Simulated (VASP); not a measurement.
# SiNi (Pnma) in VASP: notebook

Runs on SiNi. Level: r2SCAN. Tasks: single point.

All numbers are computed with VASP 6.6.1; they aren't measurements. Logs are shortened: lines on timing, memory, paths and dates and some standing lists are left out, and cuts for length are marked.

### 1 The cell of the first run

Symmetry: Pnma, No. 62, orthorhombic system. Conventional cell: a = 5.098 Å, b = 3.350 Å, c = 5.574 Å, α = 90.00°, β = 90.00°, γ = 90.00°. Si (site symmetry m) has 6 Ni at 2.26 to 2.39 Å and 2 Si at 2.64 Å within 3.0 Å. Ni (site symmetry m) has 6 Si at 2.26 to 2.39 Å and 4 Ni at 2.64 to 2.69 Å within 3.0 Å.

### 2 Single point, r2SCAN

File POSCAR:

```
SiNi
1.0
    5.0976425118      0.0000000000      0.0000000000
    0.0000000000      3.3504356167      0.0000000000
    0.0000000000      0.0000000000      5.5736529982
Si Ni
4 4
Direct
    0.3214315782      0.7500000000      0.0835642181
    0.1785684218      0.2500000000      0.5835642181
    0.8214315782      0.7500000000      0.4164357819
    0.6785684218      0.2500000000      0.9164357819
    0.0077702331      0.2500000000      0.1891016095
    0.4922297669      0.7500000000      0.6891016095
    0.5077702331      0.2500000000      0.3108983905
    0.9922297669      0.7500000000      0.8108983905
```

File INCAR.step1:

```
PREC     = Accurate       # precision mode
ENCUT    = 520            # plane-wave cutoff, eV
ISMEAR   = 0              # smearing method
SIGMA    = 0.1            # smearing width, eV
LREAL    = F              # projectors in reciprocal space
LASPH    = T              # aspherical terms in the spheres
NELM     = 100            # most SCF steps
NBANDS   = 38             # bands
GGA      = PE             # functional
ALGO     = Normal         # electronic algorithm
EDIFF    = 1E-4           # SCF threshold, eV
LWAVE    = T              # write WAVECAR
LCHARG   = F              # write CHGCAR
```

File INCAR.step2:

```
PREC     = Accurate       # precision mode
ENCUT    = 520            # plane-wave cutoff, eV
EDIFF    = 1E-7           # SCF threshold, eV
ISMEAR   = 0              # smearing method
SIGMA    = 0.1            # smearing width, eV
LREAL    = F              # projectors in reciprocal space
LASPH    = T              # aspherical terms in the spheres
NELM     = 100            # most SCF steps
ALGO     = Normal         # electronic algorithm
ISIF     = 2              # what is computed and relaxed
LWAVE    = F              # write WAVECAR
LCHARG   = F              # write CHGCAR
METAGGA  = R2SCAN         # meta-GGA
LMIXTAU  = T            
NBANDS   = 38             # bands
ISTART   = 1
```

File KPOINTS:

```
Automatic mesh
0
Gamma
  8 10 6
```

Potentials or basis: VASP PAW PBE potentials, release 64 (Si, Ni).

Command:

```
$ cat potpaw_PBE.64/Si/POTCAR potpaw_PBE.64/Ni/POTCAR > POTCAR
$ cp INCAR.step1 INCAR
$ mpirun -np 1 vasp_std > vasp.out
$ cp INCAR.step2 INCAR
$ mpirun -np 1 vasp_std > vasp.out
```

OUTCAR:

```text
PREC = Accurate
   ENCUT = 520
   EDIFF = 1E-7
   ISMEAR = 0
   LREAL = F
   LASPH = T
   NELM = 100
   ISIF = 2
   METAGGA = R2SCAN
   ISTART = 1

 ion  position               nearest neighbor table
   1  0.321  0.750  0.084-   8 2.26   7 2.31   7 2.31   6 2.36   5 2.39   5 2.39   4 2.64   4 2.64

   2  0.179  0.250  0.584-   7 2.26   8 2.31   8 2.31   5 2.36   6 2.39   6 2.39   3 2.64   3 2.64

   3  0.821  0.750  0.416-   6 2.26   5 2.31   5 2.31   8 2.36   7 2.39   7 2.39   2 2.64   2 2.64

   4  0.679  0.250  0.916-   5 2.26   6 2.31   6 2.31   7 2.36   8 2.39   8 2.39   1 2.64   1 2.64

   5  0.008  0.250  0.189-   4 2.26   3 2.31   3 2.31   2 2.36   1 2.39   1 2.39   7 2.64   7 2.64
                             8 2.69   8 2.69
   6  0.492  0.750  0.689-   3 2.26   4 2.31   4 2.31   1 2.36   2 2.39   2 2.39   8 2.64   8 2.64
                             7 2.69   7 2.69
   7  0.508  0.250  0.311-   2 2.26   1 2.31   1 2.31   4 2.36   3 2.39   3 2.39   5 2.64   5 2.64
                             6 2.69   6 2.69
   8  0.992  0.750  0.811-   1 2.26   2 2.31   2 2.31   3 2.36   4 2.39   4 2.39   6 2.64   6 2.64
                             5 2.69   5 2.69

  LATTYP: Found a simple orthorhombic cell.
 ALAT       =     3.3504356167
 B/A-ratio  =     1.5214864856
 C/A-ratio  =     1.6635606935

  Lattice vectors:

 A1 = (   0.0000000000,  -3.3504356167,   0.0000000000)
 A2 = (   5.0976425118,   0.0000000000,   0.0000000000)
 A3 = (   0.0000000000,   0.0000000000,   5.5736529982)

Analysis of symmetry for initial positions (statically):
=====================================================================
 Subroutine PRICEL returns:
 Original cell was already a primitive cell.

 Routine SETGRP: Setting up the symmetry group for a
 simple orthorhombic supercell.

 Subroutine GETGRP returns: Found  8 space group operations
 (whereof  2 operations were pure point group operations)
 out of a pool of  8 trial point group operations.

The static configuration has the point symmetry S_2 .
 The point group associated with its full space group is D_2h.

Analysis of symmetry for dynamics (positions and initial velocities):
=====================================================================
 Subroutine PRICEL returns:
 Original cell was already a primitive cell.

 Routine SETGRP: Setting up the symmetry group for a
 simple orthorhombic supercell.

 Subroutine GETGRP returns: Found  8 space group operations
 (whereof  2 operations were pure point group operations)
 out of a pool of  8 trial point group operations.

The dynamic configuration has the point symmetry S_2 .
 The point group associated with its full space group is D_2h.

 Subroutine INISYM returns: Found  8 space group operations
 (whereof  2 operations are pure point group operations),
 and found     1 'primitive' translations

----------------------------------------------------------------------------------------

                                     Primitive cell

  volume of cell :      95.1942

  direct lattice vectors                    reciprocal lattice vectors
     5.097642512  0.000000000  0.000000000     0.196169111  0.000000000  0.000000000
     0.000000000  3.350435617  0.000000000     0.000000000  0.298468651  0.000000000
     0.000000000  0.000000000  5.573652998     0.000000000  0.000000000  0.179415547

  length of vectors
     5.097642512  3.350435617  5.573652998     0.196169111  0.298468651  0.179415547

  position of ions in fractional coordinates (direct lattice)
     0.321431578  0.750000000  0.083564218
     0.178568422  0.250000000  0.583564218
     0.821431578  0.750000000  0.416435782
     0.678568422  0.250000000  0.916435782
     0.007770233  0.250000000  0.189101609
     0.492229767  0.750000000  0.689101609
     0.507770233  0.250000000  0.310898391
     0.992229767  0.750000000  0.810898391

  ion indices of the primitive-cell ions
   primitive index   ion index
                 1           1
                 2           2
                 3           3
                 4           4
                 5           5
                 6           6
                 7           7
                 8           8

----------------------------------------------------------------------------------------

 KPOINTS: Automatic mesh

Automatic generation of k-mesh.
 Grid dimensions read from file:
 generate k-points for:    8   10    6

 Generating k-lattice:

  Cartesian coordinates                     Fractional coordinates (reciprocal lattice)
     0.024521139  0.000000000  0.000000000     0.125000000  0.000000000  0.000000000
     0.000000000  0.029846865  0.000000000     0.000000000  0.100000000  0.000000000
     0.000000000  0.000000000  0.029902591     0.000000000  0.000000000  0.166666667

  Length of vectors
     0.024521139  0.029846865  0.029902591

  Shift w.r.t. Gamma in fractional coordinates (k-lattice)
     0.000000000  0.000000000  0.000000000

 Subroutine IBZKPT returns following result:
 ===========================================

 Found    120 irreducible k-points:

 Following reciprocal coordinates:
            Coordinates               Weight
  0.000000  0.000000  0.000000      1.000000
  0.125000  0.000000  0.000000      2.000000
  0.250000  0.000000  0.000000      2.000000
  0.375000  0.000000  0.000000      2.000000
  0.500000  0.000000  0.000000      1.000000
  0.000000  0.100000  0.000000      2.000000
[... 16 lines left out ...]
  0.250000  0.400000  0.000000      4.000000
  0.375000  0.400000  0.000000      4.000000
 [... further k-points ...]
   k-points           NKPTS =    120   k-points in BZ     NKDIM =    120   number of bands    NBANDS=     38
   number of dos      NEDOS =    301   number of ions     NIONS =      8
   total plane-waves  NPLWV =  47040
   dimension x,y,z NGX =    40 NGY =   28 NGZ =   42
   dimension x,y,z NGXF=    80 NGYF=   56 NGZF=   84
   ions per type =               4   4
   NGX,Y,Z   is equivalent  to a cutoff of  13.04, 13.89, 12.53 a.u.
   NGXF,Y,Z  is equivalent  to a cutoff of  26.09, 27.79, 25.05 a.u.
 SYSTEM =  unknown system
   PREC   = accura    normal or accurate (medium, high low for compatibility)
   ISTART =      1    job   : 0-new  1-cont  2-samecut
   ICHARG =      0    charge: 1-file 2-atom 10-const
   ISPIN  =      1    spin polarized calculation?
   LNONCOLLINEAR =      F non collinear calculations
   LSORBIT =      F    spin-orbit coupling
   LASPH  =      T    aspherical Exc in radial PAW
   ENCUT  =  520.0 eV  38.22 Ry    6.18 a.u.   9.48  6.23 10.36*2*pi/ulx,y,z
   NELM   =    100;   NELMIN=  2; NELMDL=  0     # of ELM steps
   EDIFF  = 0.1E-06   stopping-criterion for ELM
   LREAL  =      F    real-space projection
   EDIFFG = 0.1E-05   stopping-criterion for IOM
   NSW    =      0    number of steps for IOM
   IBRION =     -1    ionic relax: 0-MD 1-quasi-New 2-CG
   NFREE  =      0    steps in history (QN), initial steepest desc. (CG)
   ISIF   =      2    stress and relaxation
   ISYM   =      2    0-nonsym 1-usesym 2-fastsym
   POTIM  = 0.5000    time-step for ionic-motion
   TEBEG  =    0.0;   TEEND  =   0.0 temperature during run
   PSTRESS=    0.0 pullay stress
   NELECT =      56.0000    total number of electrons
   NUPDOWN=      -1.0000    fix difference up-down
   EMIN   =  10.00;   EMAX   =-10.00  energy-range for DOS
   EFERMI =   0.00;   METHOD = LEGACY
   ISMEAR =     0;   SIGMA  =   0.10  broadening in eV -4-tet -1-fermi 0-gaus
   EFERMI_NEDOS =   21; number of points for ismear=-14 and -15
   IALGO  =     38    algorithm
   IMIX   =      4    mixing-type and parameters
     AMIX     =   0.40;   BMIX     =  1.00
     AMIX_MAG =   1.60;   BMIX_MAG =  1.00
  volume/ion in A,a.u.               =      11.90        80.30
  Fermi-wavevector in a.u.,A,eV,Ry     =   1.371726  2.592186 25.601154  1.881632
  Thomas-Fermi vector in A             =   2.497397
   LORBIT       =      0    0 simple, 1 ext, 2 COOP (PROOUT), +10 PAW based schemes
   METAGGA = R2SCAN    functional components
   LHFCALC =     F    Hartree Fock is set to
   AEXX    =    0.0000 exact exchange contribution
   IVDW    =     0    specifies the selected vdW correction
   LEPSILON=     F    determine dielectric tensor
   LRPA    =     F    only Hartree local field effects (RPA)
 non-spin polarized calculation
 Gauss-broadening in eV      SIGMA  =   0.10
  energy-cutoff  :      520.00
  volume of cell :       95.19
 maximum number of plane-waves:      2592
 NGX is ok and might be reduce to    40
   NGX = 19   NGY = 13   NGZ = 21

 number of electron      55.9999977 magnetization

 Free energy of the ion-electron system (eV)
  ---------------------------------------------------
  ext. energy  EPLUGINS =         0.00000000
  ---------------------------------------------------
  free energy    TOTEN  =       -86.69680821 eV

  energy without entropy =      -86.68992532  energy(sigma->0) =      -86.69336677

 E-fermi :  10.5991     XC(G=0): -13.1910

 val. band max:       10.5679503456   @ k =   0.0000   0.0000   0.3333
 cond. band min:      10.6093457226   @ k =   0.1250   0.4000   0.0000
 fundamental gap:      0.0413953770
 Fermi energy:        10.5991385534

 k-point     1 :       0.0000    0.0000    0.0000
  band No.  band energies     occupation
      1      -3.2164      2.00000
      2       0.3503      2.00000
      3       1.7140      2.00000
      4       2.4395      2.00000
      5       3.6789      2.00000
      6       4.2043      2.00000
[... 30 lines left out ...]
     37      17.5212      0.00000
     38      17.6704      0.00000

 k-point     2 :       0.1250    0.0000    0.0000
  band No.  band energies     occupation
      1      -3.1261      2.00000
      2       0.1739      2.00000
      3       1.7796      2.00000
      4       2.0774      2.00000
      5       4.0678      2.00000
      6       4.2914      2.00000
[... 30 lines left out ...]
     37      17.4710      0.00000
     38      17.5195      0.00000

 k-point     3 :       0.2500    0.0000    0.0000
  band No.  band energies     occupation
      1      -2.8572      2.00000
      2      -0.3764      2.00000
      3       1.8441      2.00000
      4       1.9523      2.00000
      5       3.7630      2.00000
      6       4.8047      2.00000
[... 30 lines left out ...]
     37      16.4538      0.00000
     38      17.4956      0.00000

 k-point     4 :       0.3750    0.0000    0.0000
  band No.  band energies     occupation
      1      -2.4179      2.00000
      2      -1.1138      2.00000
      3       1.9214      2.00000
      4       2.1234      2.00000
      5       3.5389      2.00000
      6       4.1964      2.00000
[... 30 lines left out ...]
     37      16.3916      0.00000
     38      17.3384      0.00000
[... 703 lines left out ...]
      4       2.8442      2.00000
      5       4.1829      2.00000
      6       4.5553      2.00000
[... 30 lines left out ...]
     37      15.2134      0.00000
     38      16.3326      0.00000

 k-point    23 :       0.2500    0.4000    0.0000
  band No.  band energies     occupation
      1      -0.7527      2.00000
      2       1.3679      2.00000
      3       1.5346      2.00000
      4       2.6477      2.00000
      5       4.3727      2.00000
      6       4.3896      2.00000
[... 30 lines left out ...]
     37      16.2858      0.00000
     38      17.6905      0.00000

 k-point    24 :       0.3750    0.4000    0.0000
  band No.  band energies     occupation
      1      -0.3603      2.00000
      2       0.7643      2.00000
      3       1.8007      2.00000
      4       2.4134      2.00000
      5       4.2997      2.00000
      6       4.5389      2.00000
[... 30 lines left out ...]
     37      16.9929      0.00000
     38      17.7168      0.00000

 [... further k-points ...]

------------------------ aborting loop because EDIFF is reached ----------------------------------------

  FORCE on cell =-STRESS in cart. coord.  units (eV):
  Direction    XX          YY          ZZ          XY          YZ          ZX
  --------------------------------------------------------------------------------------
  -------------------------------------------------------------------------------------
  Total        0.0344275     -0.0607620      0.0637416      0.0000000      0.0000000      0.0000000
  in kB        0.5794357     -1.0226624      1.0728098      0.0000000      0.0000000      0.0000000
  external PRESSURE =       0.2098610 kB  Pullay stress =       0.0000000 kB

 VOLUME and BASIS-vectors are now :
 -----------------------------------------------------------------------------
  energy-cutoff  :      520.00
  volume of cell :       95.19
      direct lattice vectors                 reciprocal lattice vectors
     5.097642512  0.000000000  0.000000000     0.196169111  0.000000000  0.000000000
     0.000000000  3.350435617  0.000000000     0.000000000  0.298468651  0.000000000
     0.000000000  0.000000000  5.573652998     0.000000000  0.000000000  0.179415547

 POSITION                                       TOTAL-FORCE (eV/Angst)
 -----------------------------------------------------------------------------------
      1.63854      2.51283      0.46576        -0.006206     -0.000000     -0.000165
      0.91028      0.83761      3.25258         0.006206     -0.000000     -0.000165
      4.18736      2.51283      2.32107        -0.006206     -0.000000      0.000165
      3.45910      0.83761      5.10790         0.006206     -0.000000      0.000165
      0.03961      0.83761      1.05399         0.011072      0.000000     -0.001901
      2.50921      2.51283      3.84081        -0.011072     -0.000000     -0.001901
      2.58843      0.83761      1.73284         0.011072      0.000000      0.001901
      5.05803      2.51283      4.51967        -0.011072      0.000000      0.001901
 -----------------------------------------------------------------------------------
    total drift:                               -0.000000     -0.000000     -0.000000

  FREE ENERGIE OF THE ION-ELECTRON SYSTEM (eV)
  ---------------------------------------------------
  free  energy   TOTEN  =       -86.6968082137 eV

  energy  without entropy=      -86.6899253217  energy(sigma->0) =      -86.69336677
```

Run time: 28 min. Hardware: 1 thread of Intel Xeon 8259CL, shared host; peak memory 0.45 GiB.

What came out:

```
Free energy            : -86.6968 eV
Pressure               : 0.0 GPa
Largest force          : 0.011 eV/Å
Band gap on the k mesh : zero (bands 28 and 29 overlap by 1.96 eV)
```

Forces in eV/Å, atoms in the order of the input:
```
Si  -0.006  0.000  0.000
Si   0.006  0.000  0.000
Si  -0.006  0.000  0.000
Si   0.006  0.000  0.000
Ni   0.011  0.000 -0.002
Ni  -0.011  0.000 -0.002
Ni   0.011  0.000  0.002
Ni  -0.011  0.000  0.002
```

Caveat: the PAW data sets were made with another functional, which shifts forces and pressure a little. Spin polarisation is off, so any magnetic state and its effect on volume and gap are missing.

### 3 Single point, r2SCAN (12.26 Å³/atom)

This run uses another cell than the first one, of 12.26 Å³/atom.

File POSCAR:

```
SiNi
1.0
    5.1435363922      0.0000000000      0.0000000000
    0.0000000000      3.3777385494      0.0000000000
    0.0000000000      0.0000000000      5.6436485022
Si Ni
4 4
Direct
    0.3200782749      0.7500000000      0.0825295441
    0.1799217251      0.2500000000      0.5825295441
    0.8200782749      0.7500000000      0.4174704559
    0.6799217251      0.2500000000      0.9174704559
    0.0065101008      0.2500000000      0.1906964060
    0.4934898992      0.7500000000      0.6906964060
    0.5065101008      0.2500000000      0.3093035940
    0.9934898992      0.7500000000      0.8093035940
```

File INCAR.step1:

```
SYSTEM = SiNi
PREC     = Accurate       ! precision mode
ENCUT    = 520            ! plane-wave cutoff, eV
ISMEAR   = 0              ! smearing method
SIGMA    = 0.1            ! smearing width, eV
LREAL    = .False.        ! projectors in reciprocal space
LASPH    = .True.         ! aspherical terms in the spheres
NELM     = 100            ! most SCF steps
NBANDS   = 38             ! bands
GGA      = PE             ! functional
ALGO     = Normal         ! electronic algorithm
EDIFF    = 1E-4           ! SCF threshold, eV
LWAVE    = .True.         ! write WAVECAR
LCHARG   = .False.        ! write CHGCAR
```

File INCAR.step2:

```
SYSTEM = SiNi
PREC     = Accurate       ! precision mode
ENCUT    = 520            ! plane-wave cutoff, eV
EDIFF    = 1E-7           ! SCF threshold, eV
ISMEAR   = 0              ! smearing method
SIGMA    = 0.1            ! smearing width, eV
LREAL    = .False.        ! projectors in reciprocal space
LASPH    = .True.         ! aspherical terms in the spheres
NELM     = 100            ! most SCF steps
ALGO     = Normal         ! electronic algorithm
ISIF     = 2              ! what is computed and relaxed
LWAVE    = .False.        ! write WAVECAR
LCHARG   = .True.         ! write CHGCAR
METAGGA  = R2SCAN         ! meta-GGA
LMIXTAU  = .True.       
LELF     = .True.         ! ELF
LVHAR    = .True.       
NBANDS   = 38             ! bands
ISTART   = 1
```

File KPOINTS:

```
regular mesh
0
Gamma
  8 10 6
  0 0 0
```

Potentials or basis: VASP PAW PBE potentials, release 64 (Si, Ni).

Command:

```
$ cat potpaw_PBE.64/Si/POTCAR potpaw_PBE.64/Ni/POTCAR > POTCAR
$ cp INCAR.step1 INCAR
$ mpirun -np 1 vasp_std > vasp.out
$ cp INCAR.step2 INCAR
$ mpirun -np 1 vasp_std > vasp.out
```

Wall time 14 min (1 thread of AMD EPYC 9R45 (Zen 5), shared host); peak memory 0.42 GiB.

The run converged. Its results:

```
Free energy            : -86.6523 eV
Pressure               : -4.9 GPa
Largest force          : 0.009 eV/Å
Band gap on the k mesh : zero (bands 28 and 29 overlap by 1.92 eV)
```

Forces on the atoms (eV/Å):
```
Si  -0.007  0.000 -0.003
Si   0.007  0.000 -0.003
Si  -0.007  0.000  0.003
Si   0.007  0.000  0.003
Ni   0.009  0.000  0.002
Ni  -0.009  0.000  0.002
Ni   0.009  0.000 -0.002
Ni  -0.009  0.000 -0.002
```

Stress tensor (GPa, compression positive):
```
-4.85  0.00  0.00
 0.00 -5.03  0.00
 0.00  0.00 -4.83
```

Levels at points of the mesh, in eV from the Fermi level:
| k point | band 26 | band 27 | band 28 | band 29 | band 30 | band 31 |
| --- | --- | --- | --- | --- | --- | --- |
| (0.00, 0.00, 0.00) | -1.24 | -1.22 | -0.99 | 0.68 | 1.37 | 3.47 |
| (0.50, 0.00, 0.00) | -1.96 | 1.11 | 1.11 | 1.12 | 1.12 | 3.98 |
| (0.00, 0.50, 0.00) | -2.01 | -1.51 | -1.51 | -0.62 | -0.62 | 2.03 |
| (0.50, 0.50, 0.00) | -1.76 | -1.76 | -1.76 | 0.45 | 0.45 | 0.45 |
| (0.00, 0.00, 0.50) | -1.56 | -0.30 | -0.30 | 0.92 | 0.92 | 3.44 |
| (0.50, 0.00, 0.50) | -1.08 | 0.80 | 0.80 | 2.36 | 2.36 | 2.87 |
| (0.00, 0.50, 0.50) | -2.08 | -1.79 | -1.79 | 0.14 | 0.14 | 1.42 |
| (0.50, 0.50, 0.50) | -2.00 | -2.00 | -2.00 | 2.54 | 2.54 | 2.54 |

Caveat: the cell stands under tension; the PAW data sets were made with another functional, which shifts forces and pressure a little.

The gap in the log of VASP goes by the Fermi energy; the results here count the filled bands.